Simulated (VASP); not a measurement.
Set up this calculation in VASP 6.6.1, as the native input.

```
Task                   : single point
Functional             : PBEsol
Potentials or basis    : VASP PAW PBE potentials, release 64 (Hf_pv, N)
Cutoff                 : 520 eV
k mesh                 : 8 × 8 × 12
Occupations            : fermi-dirac, width 0.15 eV
Spin                   : no spin polarisation
Dipole correction      : no
Further INCAR settings : ALGO = Normal; EDIFF = 1e-07; NBANDS = 34
```

The structure of Hf2N lies in POSCAR:

```
Hf2N
1.0
    5.2591214477      0.0000000000      0.0000000000
    0.0000000000      5.2591214477      0.0000000000
    0.0000000000      0.0000000000      3.2081847395
Hf N
4 2
Direct
    0.2950228708      0.2950228708      0.0000000000
    0.7049771292      0.7049771292      0.0000000000
    0.7950228708      0.2049771292      0.5000000000
    0.2049771292      0.7950228708      0.5000000000
    0.0000000000      0.0000000000      0.0000000000
    0.5000000000      0.5000000000      0.5000000000
```

This cell differs from its parent crystal: volume scaled by 0.98, then relaxed in part.

The input as run:

INCAR

```
  ALGO = Normal
  EDIFF = 1E-7
  ENCUT = 520
  GGA = PS
  ISIF = 2
  ISMEAR = -1
  LASPH = True
  LCHARG = False
  LREAL = False
  LWAVE = False
  NBANDS = 34
  NELM = 100
  PREC = Accurate
  SIGMA = 0.15
```

KPOINTS

```
k-points
0
Gamma
  8 8 12
```

Potentials or basis: VASP PAW PBE potentials, release 64 (Hf_pv, N).

The run is started by

```sh
$ cat potpaw_PBE.64/Hf_pv/POTCAR potpaw_PBE.64/N/POTCAR > POTCAR
$ mpirun -np 1 vasp_std > vasp.out
```

Results of the run:

```json
{"Pressure": "3.3 GPa", "Largest force": "0.006 eV/Å", "Band gap on the k mesh": "zero (band 25 reaches 7.51 eV, above the bottom of band 26 at 4.75 eV)"}
```

Caveat: the PAW data sets were made with another functional, which shifts forces and pressure a little; spin-orbit coupling is left out, which moves the levels of the heavy elements.

Run time: 4.2 min on 1 thread of AMD EPYC 9R45 (Zen 5) (shared host), peak memory 0.33 GiB.
